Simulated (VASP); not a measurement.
## IrPd2: relaxation of cell and atoms with PBE

Crystal: IrPd2.

```
Pd Ir
1.0
    -1.60307    1.60307    3.93253
     1.60307   -1.60307    3.93253
     1.60307    1.60307   -3.93253
Pd Ir
2 1
Direct
  0.66500 0.66500 0.00000
  0.33500 0.33500 0.00000
  0.00000 0.00000 0.00000
```

```
Program                : VASP 6.6.1
Task                   : relaxation of cell and atoms
Functional             : PBE
Potentials or basis    : VASP PAW PBE potentials, release 64 (Pd, Ir)
Cutoff                 : 600 eV
k mesh                 : 8 × 8 × 8
Occupations            : gaussian, width 0.1 eV
Spin                   : no spin polarisation
Dipole correction      : no
Further INCAR settings : ALGO = Normal; EDIFF = 1e-07; IBRION = 2; EDIFFG = -0.04; NSW = 90; ISIF = 3
```

```yaml
Relaxed_volume: 15.14 Å³/atom
Relaxed_cell: a = 4.747 Å, b = 4.747 Å, c = 4.747 Å, α = 139.10°, β = 139.10°, γ = 59.23°
Space_group_after_relaxing_to_0.1_Å: I4/mmm (No. 139)
Energy_gained_by_relaxing: 161.8 meV/atom
Ionic_steps: 7
Pressure_after_relaxing: 0.1 GPa
Band_gap_on_the_k_mesh: zero (an odd number of electrons rules out a gap without spin polarisation)
```

The path:
```
step  energy change (eV)  largest force (eV/Å)  pressure (GPa)  volume (Å³)
   1              0.0000                0.0468           34.75        40.42
   2              1.2764                0.4857          -28.02        60.03
   3             -0.4769                0.2275           -2.76        46.00
   4             -0.4818                0.2106           -0.60        45.53
   5             -0.4821                0.2061           -0.03        45.41
   6             -0.4849                0.0821            0.02        45.41
   7             -0.4855                0.0016            0.09        45.41
```

Final structure:
```cif
data_structure
_symmetry_space_group_name_H-M 'P 1'
_symmetry_Int_Tables_number 1
_cell_length_a 4.7469
_cell_length_b 4.7469
_cell_length_c 4.7469
_cell_angle_alpha 139.097
_cell_angle_beta 139.097
_cell_angle_gamma 59.227
_cell_volume 45.41
loop_
_atom_site_label
_atom_site_type_symbol
_atom_site_fract_x
_atom_site_fract_y
_atom_site_fract_z
_atom_site_occupancy
Pd1 Pd 0.66339 0.66339 0.00000 1
Pd2 Pd 0.33661 0.33661 0.00000 1
Ir1 Ir 0.00000 0.00000 0.00000 1
```

Levels at points of the mesh, in eV from the Fermi level:
| k point | band 13 | band 14 | band 15 | band 16 | band 17 | band 18 |
| --- | --- | --- | --- | --- | --- | --- |
| (0.00, 0.00, 0.00) | -1.88 | -1.33 | -0.37 | 0.02 | 5.59 | 5.77 |
| (0.50, 0.00, 0.00) | -0.14 | 0.04 | 0.20 | 0.63 | 0.67 | 1.39 |
| (0.50, 0.50, 0.00) | -0.72 | -0.16 | 0.01 | 0.47 | 5.05 | 5.65 |
| (0.50, 0.50, 0.50) | -0.74 | 0.19 | 0.23 | 0.23 | 0.76 | 6.66 |

Wall time 8.8 min on 1 thread of Intel Xeon 8259CL (shared host), peak memory 0.26 GiB.

Caveat: spin-orbit coupling is left out, which moves the levels of the heavy elements.
